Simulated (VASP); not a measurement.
# AlNi (CsCl type) in VASP: notebook

Aim: see how the results for AlNi (CsCl type) move with the level of theory and the settings. Levels: HSE06, PBE. Tasks: single point.

All numbers are computed with VASP 6.6.1; they aren't measurements. Logs are shortened: lines on timing, memory, paths and dates and some standing lists are left out, and cuts for length are marked.

## Step 1: The cell of the first run

Symmetry: R3m, No. 160, trigonal system. The conventional cell has a = 4.087 Å, b = 4.087 Å, c = 5.006 Å, α = 90.00°, β = 90.00°, γ = 120.00°. Ni (site symmetry 3m) has 8 Al at 2.44 to 2.56 Å and 6 Ni at 2.89 Å within 3.2 Å. Al (site symmetry 3m) has 8 Ni at 2.44 to 2.56 Å and 6 Al at 2.89 Å within 3.2 Å.

## Step 2: Single point, HSE06

The input, POSCAR:

```
AlNi
1.0
    2.8900000000      0.0000000000      0.0000000000
    0.0000000000      2.8900000000      0.0000000000
    0.0000000000      0.0000000000      2.8900000000
Ni Al
1 1
Direct
    0.0119865108      0.0119865108      0.0119865108
    0.5000000000      0.5000000000      0.5000000000
```

The input, INCAR.step1:

```
  ALGO = Normal
  EDIFF = 1E-5
  ENCUT = 520
  GGA = PE
  ISIF = 2
  ISMEAR = -1
  LASPH = T
  LCHARG = F
  LREAL = F
  LWAVE = T
  NBANDS = 14
  NELM = 80
  PREC = Accurate
  SIGMA = 0.1
```

The input, INCAR.step2:

```
  ALGO = Normal
  EDIFF = 1E-7
  ENCUT = 520
  GGA = PE
  HFSCREEN = 0.2079
  ISIF = 2
  ISMEAR = -1
  ISTART = 1
  LASPH = T
  LCHARG = F
  LHFCALC = T
  LREAL = F
  LWAVE = F
  NBANDS = 14
  NELM = 80
  PREC = Accurate
  PRECFOCK = Normal
  SIGMA = 0.1
```

The input, KPOINTS:

```
k-points
0
Gamma
  4 4 4
```

Potentials or basis: VASP PAW PBE potentials, release 64 (Ni, Al).

Command:

```console
> cat potpaw_PBE.64/Ni/POTCAR potpaw_PBE.64/Al/POTCAR > POTCAR
> cp INCAR.step1 INCAR
> mpirun -np 1 vasp_std > vasp.out
> cp INCAR.step2 INCAR
> mpirun -np 1 vasp_std > vasp.out
```

OUTCAR:

```text
EDIFF = 1E-7
   ENCUT = 520
   GGA = PE
   HFSCREEN = 0.2079
   ISIF = 2
   ISMEAR = -1
   ISTART = 1
   LASPH = T
   LHFCALC = T
   LREAL = F
   NELM = 80
   PREC = Accurate
   PRECFOCK = Normal

 ion  position               nearest neighbor table
   1  0.012  0.012  0.012-   2 2.44   2 2.48   2 2.48   2 2.48   2 2.52   2 2.52   2 2.52   2 2.56

   2  0.500  0.500  0.500-   1 2.44   1 2.48   1 2.48   1 2.48   1 2.52   1 2.52   1 2.52   1 2.56

  LATTYP: Found a simple cubic cell.
 ALAT       =     2.8900000000

  Lattice vectors:

 A1 = (   2.8900000000,   0.0000000000,   0.0000000000)
 A2 = (   0.0000000000,   2.8900000000,   0.0000000000)
 A3 = (   0.0000000000,   0.0000000000,   2.8900000000)

Analysis of symmetry for initial positions (statically):
=====================================================================
 Subroutine PRICEL returns:
 Original cell was already a primitive cell.

 Routine SETGRP: Setting up the symmetry group for a
 simple cubic supercell.

 Subroutine GETGRP returns: Found  6 space group operations
 (whereof  6 operations were pure point group operations)
 out of a pool of 48 trial point group operations.

The static configuration has the point symmetry C_3v.

Analysis of symmetry for dynamics (positions and initial velocities):
=====================================================================
 Subroutine PRICEL returns:
 Original cell was already a primitive cell.

 Routine SETGRP: Setting up the symmetry group for a
 simple cubic supercell.

 Subroutine GETGRP returns: Found  6 space group operations
 (whereof  6 operations were pure point group operations)
 out of a pool of 48 trial point group operations.

The dynamic configuration has the point symmetry C_3v.

 Subroutine INISYM returns: Found  6 space group operations
 (whereof  6 operations are pure point group operations),
 and found     1 'primitive' translations

----------------------------------------------------------------------------------------

                                     Primitive cell

  volume of cell :      24.1376

  direct lattice vectors                    reciprocal lattice vectors
     2.890000000  0.000000000  0.000000000     0.346020761  0.000000000  0.000000000
     0.000000000  2.890000000  0.000000000     0.000000000  0.346020761  0.000000000
     0.000000000  0.000000000  2.890000000     0.000000000  0.000000000  0.346020761

  length of vectors
     2.890000000  2.890000000  2.890000000     0.346020761  0.346020761  0.346020761

  position of ions in fractional coordinates (direct lattice)
     0.011986511  0.011986511  0.011986511
     0.500000000  0.500000000  0.500000000

  ion indices of the primitive-cell ions
   primitive index   ion index
                 1           1
                 2           2

----------------------------------------------------------------------------------------

 KPOINTS: k-points

Automatic generation of k-mesh.
 Grid dimensions read from file:
 generate k-points for:    4    4    4

 Generating k-lattice:

  Cartesian coordinates                     Fractional coordinates (reciprocal lattice)
     0.086505190  0.000000000  0.000000000     0.250000000  0.000000000  0.000000000
     0.000000000  0.086505190  0.000000000     0.000000000  0.250000000  0.000000000
     0.000000000  0.000000000  0.086505190     0.000000000  0.000000000  0.250000000

  Length of vectors
     0.086505190  0.086505190  0.086505190

  Shift w.r.t. Gamma in fractional coordinates (k-lattice)
     0.000000000  0.000000000  0.000000000

 Subroutine IBZKPT returns following result:
 ===========================================

 Found     13 irreducible k-points:

 Following reciprocal coordinates:
            Coordinates               Weight
  0.000000  0.000000  0.000000      1.000000
  0.250000  0.000000  0.000000      6.000000
  0.500000  0.000000  0.000000      3.000000
  0.250000  0.250000  0.000000      6.000000
 -0.250000  0.250000  0.000000      6.000000
  0.500000  0.250000  0.000000     12.000000
  0.500000  0.500000  0.000000      3.000000
  0.250000  0.250000  0.250000      2.000000
 -0.250000  0.250000  0.250000      6.000000
  0.500000  0.250000  0.250000      6.000000
 -0.250000  0.500000  0.250000      6.000000
  0.500000  0.500000  0.250000      6.000000
  0.500000  0.500000  0.500000      1.000000
   k-points           NKPTS =     13   k-points in BZ     NKDIM =     64   number of bands    NBANDS=     14
   number of dos      NEDOS =    301   number of ions     NIONS =      2
   total plane-waves  NPLWV =  13824
   dimension x,y,z NGX =    24 NGY =   24 NGZ =   24
   dimension x,y,z NGXF=    48 NGYF=   48 NGZF=   48
   ions per type =               1   1
   NGX,Y,Z   is equivalent  to a cutoff of  13.81, 13.81, 13.81 a.u.
   NGXF,Y,Z  is equivalent  to a cutoff of  27.61, 27.61, 27.61 a.u.
 SYSTEM =  unknown system
   PREC   = accura    normal or accurate (medium, high low for compatibility)
   ISTART =      1    job   : 0-new  1-cont  2-samecut
   ICHARG =      0    charge: 1-file 2-atom 10-const
   ISPIN  =      1    spin polarized calculation?
   LNONCOLLINEAR =      F non collinear calculations
   LSORBIT =      F    spin-orbit coupling
   LASPH  =      T    aspherical Exc in radial PAW
   ENCUT  =  520.0 eV  38.22 Ry    6.18 a.u.   5.37  5.37  5.37*2*pi/ulx,y,z
   NELM   =     80;   NELMIN=  2; NELMDL=  0     # of ELM steps
   EDIFF  = 0.1E-06   stopping-criterion for ELM
   LREAL  =      F    real-space projection
   EDIFFG = 0.1E-05   stopping-criterion for IOM
   NSW    =      0    number of steps for IOM
   IBRION =     -1    ionic relax: 0-MD 1-quasi-New 2-CG
   NFREE  =      0    steps in history (QN), initial steepest desc. (CG)
   ISIF   =      2    stress and relaxation
   ISYM   =      3    0-nonsym 1-usesym 2-fastsym
   POTIM  = 0.5000    time-step for ionic-motion
   TEBEG  =    0.0;   TEEND  =   0.0 temperature during run
   PSTRESS=    0.0 pullay stress
   NELECT =      13.0000    total number of electrons
   NUPDOWN=      -1.0000    fix difference up-down
   EMIN   =  10.00;   EMAX   =-10.00  energy-range for DOS
   EFERMI =   0.00;   METHOD = LEGACY
   ISMEAR =    -1;   SIGMA  =   0.10  broadening in eV -4-tet -1-fermi 0-gaus
   EFERMI_NEDOS =   21; number of points for ismear=-14 and -15
   IALGO  =     38    algorithm
   IMIX   =      1    mixing-type and parameters
     AMIX     =   0.40;   BMIX     =  1.00
     AMIX_MAG =   1.60;   BMIX_MAG =  1.00
  volume/ion in A,a.u.               =      12.07        81.44
  Fermi-wavevector in a.u.,A,eV,Ry     =   1.331961  2.517041 24.138362  1.774120
  Thomas-Fermi vector in A             =   2.460932
   LORBIT       =      0    0 simple, 1 ext, 2 COOP (PROOUT), +10 PAW based schemes
   GGA     = PE    functional components
   LHFCALC =     T    Hartree Fock is set to
   PRECFOCK=normal    Normal, Fast or Accurate (Low or Medium for compatibility)
   ENCUT4O =  -1.0   cutoff for four orbital integrals eV
   NKREDX  =     1    reduce k-point grid by
   NKREDY  =     1    reduce k-point grid by
   NKREDZ  =     1    reduce k-point grid by
   AEXX    =    0.2500 exact exchange contribution
   HFSCREEN=    0.2079 screening length (either q_TF or 0.3 A-1)
   HFSCREENC=   0.2079 screening length for correlation (either q_TF or 0.3 A-1)
   ENCUTFOCK=  -1.0 apply spherical cutoff to Coloumb kernel
   IVDW    =     0    specifies the selected vdW correction
   LEPSILON=     F    determine dielectric tensor
   LRPA    =     F    only Hartree local field effects (RPA)
 non-spin polarized calculation
  energy-cutoff  :      520.00
  volume of cell :       24.14
 maximum number of plane-waves:       672
 NGX is ok and might be reduce to    24
  NGX = 18; NGY = 18; NGZ = 18

 number of electron      12.9999987 magnetization

 Free energy of the ion-electron system (eV)
  ---------------------------------------------------
  ext. energy  EPLUGINS =         0.00000000
  ---------------------------------------------------
  free energy    TOTEN  =       -12.00367793 eV

  energy without entropy =      -11.98178395  energy(sigma->0) =      -11.99273094

 E-fermi :   9.3425     XC(G=0):  -9.7813

 val. band max:        9.2316533546   @ k =   0.5000   0.5000   0.2500
 cond. band min:      10.7937958814   @ k =   0.2500   0.0000   0.0000
 fundamental gap:      1.5621425268
 Fermi energy:         9.3424659913

 k-point     1 :       0.0000    0.0000    0.0000
  band No.  band energies     occupation
      1      -2.7125      2.00000
      2       5.5508      2.00000
      3       5.5508      2.00000
      4       7.3649      2.00000
      5       7.3719      2.00000
      6       7.3719      2.00000
      7      15.9492      0.00000
      8      15.9492      0.00000
      9      15.9588      0.00000
     10      18.7938      0.00000
     11      18.7938      0.00000
     12      24.7090      0.00000
     13      32.0266      0.00000
     14      32.0549      0.00000

 k-point     2 :       0.2500    0.0000    0.0000
  band No.  band energies     occupation
      1      -1.4504      2.00000
      2       5.2365      2.00000
      3       5.7910      2.00000
      4       6.9499      2.00000
      5       6.9532      2.00000
      6       7.4116      2.00000
      7      10.7938      0.00000
      8      17.4675      0.00000
      9      17.4739      0.00000
     10      18.7963      0.00000
     11      22.4507      0.00000
     12      26.4859      0.00000
     13      26.4905      0.00000
     14      28.8321      0.00000
[... 156 lines left out ...]
      1       3.9339      2.00000
      2       5.1070      2.00000
      3       5.1090      2.00000
      4       6.6412      2.00000
      5       8.0382      2.00000
      6       9.2298      1.51063
      7       9.2317      1.50356
      8      11.8726      0.00000
      9      12.8242      0.00000
     10      18.2610      0.00000
     11      19.0483      0.00000
     12      19.0546      0.00000
     13      22.6598      0.00000
     14      32.7737      0.00000

 k-point    13 :       0.5000    0.5000    0.5000
  band No.  band energies     occupation
      1       4.6112      2.00000
      2       4.6134      2.00000
      3       4.6134      2.00000
      4       8.0651      1.99999
      5       8.0651      1.99999
      6      12.1233      0.00000
      7      12.1303      0.00000
      8      12.1303      0.00000
      9      13.8618      0.00000
     10      14.7101      0.00000
     11      14.7101      0.00000
     12      14.7695      0.00000
     13      18.7473      0.00000
     14      38.4807      0.00000

------------------------ aborting loop because EDIFF is reached ----------------------------------------

  FORCE on cell =-STRESS in cart. coord.  units (eV):
  Direction    XX          YY          ZZ          XY          YZ          ZX
  --------------------------------------------------------------------------------------
  -------------------------------------------------------------------------------------
  Total       -0.7481082     -0.7481082     -0.7481082      0.0245262      0.0245262      0.0245262
  in kB      -49.6571151    -49.6571151    -49.6571151      1.6279728      1.6279728      1.6279728
  external PRESSURE =     -49.6571151 kB  Pullay stress =       0.0000000 kB

 VOLUME and BASIS-vectors are now :
 -----------------------------------------------------------------------------
  energy-cutoff  :      520.00
  volume of cell :       24.14
      direct lattice vectors                 reciprocal lattice vectors
     2.890000000  0.000000000  0.000000000     0.346020761  0.000000000  0.000000000
     0.000000000  2.890000000  0.000000000     0.000000000  0.346020761  0.000000000
     0.000000000  0.000000000  2.890000000     0.000000000  0.000000000  0.346020761

 POSITION                                       TOTAL-FORCE (eV/Angst)
 -----------------------------------------------------------------------------------
      0.03464      0.03464      0.03464        -0.176333     -0.176333     -0.176333
      1.44500      1.44500      1.44500         0.176333      0.176333      0.176333
 -----------------------------------------------------------------------------------
    total drift:                                0.000167      0.000167      0.000160

  FREE ENERGIE OF THE ION-ELECTRON SYSTEM (eV)
  ---------------------------------------------------
  free  energy   TOTEN  =       -12.0036779251 eV

  energy  without entropy=      -11.9817839525  energy(sigma->0) =      -11.99273094
```

It took 5.2 min on 1 thread of Intel Xeon Platinum 8375C at 2.90GHz (Ice Lake), shared host; peak memory 0.24 GiB.

What came out:

```yaml
Free_energy: -12.0037 eV
Pressure: -5.0 GPa
Largest_force: 0.305 eV/Å
```

Forces in eV/Å, atoms in the order of the input:
```
Ni  -0.176 -0.176 -0.176
Al   0.176  0.176  0.176
```

Caveat: the k points lie up to 0.54 Å⁻¹ apart; the PAW data sets were made with another functional, which shifts forces and pressure a little.

## Step 3: Single point, PBE

The input, INCAR:

```
SYSTEM = AlNi
ALGO = Normal
EDIFF = 1E-7
ENCUT = 520
GGA = PE
ISIF = 2
ISMEAR = -1
LASPH = .TRUE.
LCHARG = .FALSE.
LREAL = .FALSE.
LWAVE = .FALSE.
NBANDS = 14
NELM = 80
PREC = Accurate
SIGMA = 0.1
```

The input, KPOINTS:

```
k-points
0
G
  4 4 4
  0 0 0
```

POSCAR is that of step 2.

Potentials or basis: VASP PAW PBE potentials, release 64 (Ni, Al).

Command:

```console
> cat potpaw_PBE.64/Ni/POTCAR potpaw_PBE.64/Al/POTCAR > POTCAR
> mpirun -np 1 vasp_std > vasp.out
```

It took 5.7 s on 1 thread of Intel Xeon 6975P-C, shared host; peak memory 0.13 GiB.

The run converged. Its results:

```yaml
Free_energy: -10.5843 eV
Pressure: -0.2 GPa
Largest_force: 0.340 eV/Å
```

Forces on the atoms (eV/Å):
```
Ni  -0.196 -0.196 -0.196
Al   0.196  0.196  0.196
```

Stress tensor (GPa, compression positive):
```
-0.18  0.17  0.17
 0.17 -0.18  0.17
 0.17  0.17 -0.18
```

Levels at points of the mesh, in eV from the Fermi level:
| k point | band 4 | band 5 | band 6 | band 7 | band 8 | band 9 |
| --- | --- | --- | --- | --- | --- | --- |
| (0.00, 0.00, 0.00) | -1.30 | -1.30 | -1.30 | 5.64 | 5.64 | 5.65 |
| (0.50, 0.00, 0.00) | -2.00 | -1.99 | -1.21 | -0.42 | 8.45 | 10.16 |
| (0.50, 0.50, 0.00) | -2.67 | -1.82 | -1.82 | -0.78 | 1.67 | 2.62 |
| (0.50, 0.50, 0.50) | -0.75 | -0.75 | 2.19 | 2.20 | 2.20 | 3.74 |

Caveat: the k points lie up to 0.54 Å⁻¹ apart. Spin polarisation is off, so any magnetic state and its effect on volume and gap are missing.

(Continued in part 2 of 2.)
